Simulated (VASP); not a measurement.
Sn: single point with PBEsol

The system is Sn.

```
CELL_PARAMETERS angstrom
-1.83781 1.83781 1.83781
1.83781 -1.83781 1.83781
1.83781 1.83781 -1.83781
ATOMIC_POSITIONS crystal
Sn 0.00000 0.00000 0.00000
```

This cell differs from its parent crystal: strain -0.030 along x and y, -0.030 along z.

* Program: VASP 6.6.1
* Task: single point
* Functional: PBEsol
* Potentials or basis: VASP PAW PBE potentials, release 64 (Sn_d)
* Cutoff: 520 eV
* k mesh: 18 × 18 × 18
* Occupations: gaussian, width 0.15 eV
* Spin: no spin polarisation

```
Pressure               : 3.3 GPa
Band gap on the k mesh : zero (band 7 reaches 17.90 eV, above the bottom of band 8 at 6.30 eV)
```

Levels at points of the mesh, in eV from the Fermi level:
| k point | band 5 | band 6 | band 7 | band 8 | band 9 | band 10 |
| --- | --- | --- | --- | --- | --- | --- |
| (0.00, 0.00, 0.00) | -21.32 | -11.79 | 8.83 | 8.83 | 8.83 | 12.30 |
| (0.50, 0.00, 0.00) | -21.21 | -6.52 | -4.91 | 3.92 | 5.74 | 8.50 |
| (0.50, 0.50, 0.50) | -21.24 | -1.94 | -0.59 | -0.59 | -0.59 | 3.82 |

Wall time 26 s on 1 thread of Intel Xeon 6975P-C, on a shared host, peak memory 0.18 GiB.

Caveat: the cell differs from its parent crystal (strain -0.030 along x and y, -0.030 along z); the PAW data sets were made with another functional, which shifts forces and pressure a little; spin-orbit coupling is left out, which moves the levels of the heavy elements.
